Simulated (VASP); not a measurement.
Runs of VASP 6.6.1 on Gd. The structure is that of space group Fm-3m (No. 225), or close to it. The cells are those of the table. 

```tsv
task	cell	k mesh for the DOS	occupations for the DOS	gap on the mesh (eV)	pressure (GPa)	moment (μB)
single point	a = 3.473 Å, angles 60.0°, 1 atom	-	-	none	4.1	(b)
single point	a = 3.339 Å, angles 60.0°, 1 atom	-	-	none	10.3	7.29
single point	a = 3.597 Å, angles 60.0°, 1 atom	-	-	none	0.0	7.43
single point	a = 2.650 Å, angles 60.0°, 1 atom	-	-	none	136.3	6.46
single point	a = 3.034 Å, angles 60.0°, 1 atom	-	-	none	(c)	7.00
density of states	a = 2.650 Å, angles 60.0°, 1 atom	20 × 20 × 20	tetrahedron	-	-	6.46
single point	a = 3.194 Å, angles 60.0°, 1 atom	-	-	none	(a)	7.21
```

Alike in all rows: level PBE; potentials or basis VASP PAW PBE potentials, release 64 (Gd); spin collinear, ferromagnetic start; k mesh 13 × 13 × 13; cutoff (eV) 520; smearing fermi-dirac 0.05 eV.

Problem. Fill in the values left out.

Solution. (a) 20.4; (b) 7.36; (c) 36.8.

Caveats: spin-orbit coupling is left out, which moves the levels of the heavy elements; tetrahedron occupations give inexact forces and stress in metals (some runs).

A k mesh can miss the band edges, and the runs leave out spin-orbit coupling on Gd.

A gap of «none» marks levels without a gap at the run's occupations.
